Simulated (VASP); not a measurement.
Runs of VASP 6.6.1 on Tl. The structure is that of space group Cmce (No. 64), or close to it. The cells are those of the table. 

```csv
task,cell,k mesh,cutoff (eV),gap on the mesh (eV),pressure (GPa),relaxed volume (Å³/atom),largest force (eV/Å)
relaxation of cell and atoms,"relaxed from a = 5.218, b = 5.218, c = 5.310 Å, angles 90.0, 90.0, 118.9°, 4 atoms",4 × 4 × 4,600,none,-0.1,(a),0.04
single point,"a = 5.031, b = 5.031, c = 5.598 Å, angles 90.0, 90.0, 112.5°, 4 atoms",4 × 4 × 4,520,none,-0.1,-,0.03
single point,"a = 3.934, b = 3.934, c = 8.849 Å, angles 90.0, 90.0, 66.9°, 4 atoms",6 × 6 × 2,520,none,7.1,-,4.71
relaxation of cell and atoms,"relaxed from a = 3.934, b = 3.934, c = 8.849 Å, angles 90.0, 90.0, 66.9°, 4 atoms",6 × 6 × 2,600,none,0.0,28.29,0.03
```

Alike in all rows: level PBEsol; potentials or basis VASP PAW PBE potentials, release 64 (Tl_d); no spin polarisation; smearing gaussian 0.1 eV.

Q: Estimate the missing entries.

A: (a) 32.51.

Caveats: the PAW data sets were made with another functional, which shifts forces and pressure a little; spin-orbit coupling is left out, which moves the levels of the heavy elements.

A k mesh can miss the band edges, and the runs leave out spin-orbit coupling on Tl.

A gap of «none» marks levels without a gap at the run's occupations.
